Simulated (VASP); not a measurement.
A run of VASP 6.6.1:

INCAR

```
SYSTEM = PbSe
PREC = Accurate
ENCUT = 520
EDIFF = 1E-6
ISMEAR = 0
SIGMA = 0.1
LREAL = .False.
LASPH = .True.
NELM = 100
ALGO = Normal
ISIF = 2
LWAVE = .False.
LCHARG = .False.
NBANDS = 28
```

The input KPOINTS:

```
regular mesh
0
Gamma
  10 10 8
  0 0 0
```

POSCAR

```
PbSe
1.0
   -4.2027308560      0.0000000000      0.0000000000
    0.0000000000     -4.2027308560      0.0000000000
    0.0000000000      0.0000000000      6.0572859148
Pb Se
2 2
Direct
    0.0000000000      0.0000000000      0.0000000000
    0.5000000000      0.5000000000      0.5000000000
    0.5000000000      0.5000000000      1.0000000000
    1.0000000000      1.0000000000      0.5000000000
```

Potentials or basis: VASP PAW LDA potentials, release 64 (Pb_d, Se).

Launch:

```sh
$ cat potpaw_LDA.64/Pb_d/POTCAR potpaw_LDA.64/Se/POTCAR > POTCAR
$ mpirun -np 1 vasp_std > vasp.out
```

Hardware: 1 thread of AMD EPYC 7571, on a shared host.

**Question.** Estimate the wall time of this run.

**Answer.** Run time: 9.6 min on 1 thread of AMD EPYC 7571, on a shared host, peak memory 0.34 GiB. Counts: scf iterations 12, k points 105.
